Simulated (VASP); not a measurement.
Write the native input for VASP 6.6.1 that does the following.

* Task: single point
* Functional: r2SCAN
* Potentials or basis: VASP PAW PBE potentials, release 64 (Cu)
* Cutoff: 520 eV
* k mesh: 15 × 15 × 15
* Occupations: methfessel-paxton, width 0.3 eV
* Spin: no spin polarisation
* Dipole correction: no
* Further INCAR settings: ALGO = Normal; EDIFF = 1e-07; NBANDS = 12

The system is Cu.

```xyz
1
Lattice="0.0000 1.7881 1.7881 1.7881 0.0000 1.7881 1.7881 1.7881 0.0000" Properties=species:S:1:pos:R:3 pbc="T T T"
Cu    0.0000    0.0000    0.0000
```

The input as run:

POSCAR

```
Cu
1.0
    0.0000000000      1.7881324402      1.7881324402
    1.7881324402      0.0000000000      1.7881324402
    1.7881324402      1.7881324402      0.0000000000
Cu
1
Direct
    0.0000000000      0.0000000000      0.0000000000
```

INCAR.step1

```
SYSTEM = Cu
PREC     = Accurate       ! precision mode
ENCUT    = 520            ! plane-wave cutoff, eV
ISMEAR   = 1              ! smearing method
SIGMA    = 0.3            ! smearing width, eV
LREAL    = .False.        ! projectors in reciprocal space
LASPH    = .True.         ! aspherical terms in the spheres
NELM     = 100            ! most SCF steps
NBANDS   = 12             ! bands
GGA      = PE             ! functional
ALGO     = Normal         ! electronic algorithm
EDIFF    = 1E-4           ! SCF threshold, eV
LWAVE    = .True.         ! write WAVECAR
LCHARG   = .False.        ! write CHGCAR
```

INCAR.step2

```
SYSTEM = Cu
PREC     = Accurate       ! precision mode
ENCUT    = 520            ! plane-wave cutoff, eV
EDIFF    = 1E-7           ! SCF threshold, eV
ISMEAR   = 1              ! smearing method
SIGMA    = 0.3            ! smearing width, eV
LREAL    = .False.        ! projectors in reciprocal space
LASPH    = .True.         ! aspherical terms in the spheres
NELM     = 100            ! most SCF steps
ALGO     = Normal         ! electronic algorithm
ISIF     = 2              ! what is computed and relaxed
LWAVE    = .False.        ! write WAVECAR
LCHARG   = .False.        ! write CHGCAR
METAGGA  = R2SCAN         ! meta-GGA
LMIXTAU  = .True.       
NBANDS   = 12             ! bands
ISTART   = 1
```

KPOINTS

```
Automatic mesh
0
Gamma
  15 15 15
  0 0 0
```

Potentials or basis: VASP PAW PBE potentials, release 64 (Cu).

Run with:

```console
$ cat potpaw_PBE.64/Cu/POTCAR > POTCAR
$ cp INCAR.step1 INCAR
$ mpirun -np 1 vasp_std > vasp.out
$ cp INCAR.step2 INCAR
$ mpirun -np 1 vasp_std > vasp.out
```

Results of the run:

| Quantity | Value |
| --- | --- |
| Pressure | 0.5 GPa |

Caveat: the PAW data sets were made with another functional, which shifts forces and pressure a little.

It took 2 min on 1 thread of Intel Xeon 8259CL (shared host), peak memory 0.14 GiB.
